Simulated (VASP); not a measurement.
A run of VASP 6.6.1:

File INCAR:

```
SYSTEM = Ge
ALGO = Normal ; EDIFF = 1E-7
ENCUT = 520 ; GGA = PS
ISIF = 2 ; ISMEAR = 0
LASPH = .True. ; LCHARG = .False.
LREAL = .False. ; LWAVE = .False.
NBANDS = 21 ; NELM = 60
PREC = Accurate ; SIGMA = 0.15
```

KPOINTS

```
k-points
0
Gamma
  22 22 12
  0 0 0
```

Contents of POSCAR:

```
Ge
1.0
    0.0000000000      0.0000000000     -2.6427277821
    2.7652112298      0.0000000000      0.0000000000
    0.0000000000     -5.0390024825      0.0000000000
Ge
2
Direct
   -0.0283797675      0.5000000000      0.0000000000
    0.0283797675      0.0000000000      0.5000000000
```

Potentials or basis: VASP PAW PBE potentials, release 64 (Ge_d).

Run with:

```sh
$ cat potpaw_PBE.64/Ge_d/POTCAR > POTCAR
$ mpirun -np 1 vasp_std > vasp.out
```

Hardware: 1 thread of Intel(R) Xeon(R) Platinum 8375C CPU @ 2.90GHz (Ice Lake), on a shared host.

Question: Estimate the wall time of this run.

Answer: Wall time 9.6 min on 1 thread of Intel(R) Xeon(R) Platinum 8375C CPU @ 2.90GHz (Ice Lake) (shared host), peak memory 0.65 GiB. Counts: scf iterations 11, k points 1008.
